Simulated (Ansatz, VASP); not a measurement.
SiO2 in VASP and in Ansatz

Contents of INCAR:

```
PREC = Accurate ; ENCUT = 520
EDIFF = 1E-7 ; ISMEAR = 0
SIGMA = 0.05 ; LREAL = F
LASPH = T ; NELM = 80
ALGO = Normal ; ISIF = 2
LWAVE = F ; LCHARG = F
GGA = PE ; NBANDS = 25
```

KPOINTS

```
regular mesh
0
Gamma
  6 6 10
```

POSCAR

```
SiO2
1.0
    4.1614427129      0.0000000000      0.0000000000
    0.0000000000      4.1614427129      0.0000000000
    0.0000000000      0.0000000000      2.5638648554
Si O
2 4
Direct
    0.5000000000      0.5000000000      0.5000000000
    0.0000000000      0.0000000000      0.0000000000
    0.6930127928      0.6930127928      0.0000000000
    0.1930127928      0.8069872072      0.5000000000
    0.3069872072      0.3069872072      0.0000000000
    0.8069872072      0.1930127928      0.5000000000
```

Input for Ansatz:

```yaml
crystal:
  lattice:
    - [4.1614427129, 0.0, 0.0]
    - [0.0, 4.1614427129, 0.0]
    - [0.0, 0.0, 2.5638648554]
  atoms:
    - { symbol: Si, position: [0.5, 0.5, 0.5] }
    - { symbol: Si, position: [0.0, 0.0, 0.0] }
    - { symbol: O, position: [0.6930127928, 0.6930127928, 0.0] }
    - { symbol: O, position: [0.1930127928, 0.8069872072, 0.5] }
    - { symbol: O, position: [0.3069872072, 0.3069872072, 0.0] }
    - { symbol: O, position: [0.8069872072, 0.1930127928, 0.5] }
basis:
  ecutwfc: 520.0
kpoints:
  mp_grid: { grid: [6, 6, 10] }
hamiltonian:
  xc: pbe
  pseudopotentials: { kind: paw, azcp: { folder: soft_1 } }
scf:
  occupations: { method: gaussian, width: 0.05 }
output:
  forces: true
  stress: true
  eigenvalues: true
```

Alike in both runs: task single point; functional PBE; k mesh 6 × 6 × 10; occupations gaussian, width 0.05 eV; no spin polarisation.

|  | VASP | Ansatz |
| --- | --- | --- |
| version | VASP 6.6.1 | Ansatz 0.2.0 |
| potentials or method | VASP PAW PBE potentials, release 64 (Si, O), cutoff 520 eV | scalar-relativistic, plane waves, PAW |
| valence electrons in the cell | 32 | 32 |

```tsv
	VASP	Ansatz	Ansatz less VASP
gap on the k mesh at the Fermi level (eV)	6.66	6.67	+0.017
least direct gap on the mesh (eV)	6.66	6.67	+0.017
rms of the force components (eV/Å)	0.264	0.248	-0.0163
```

Atom by atom the forces differ by 0.016 eV/Å (rms over components).
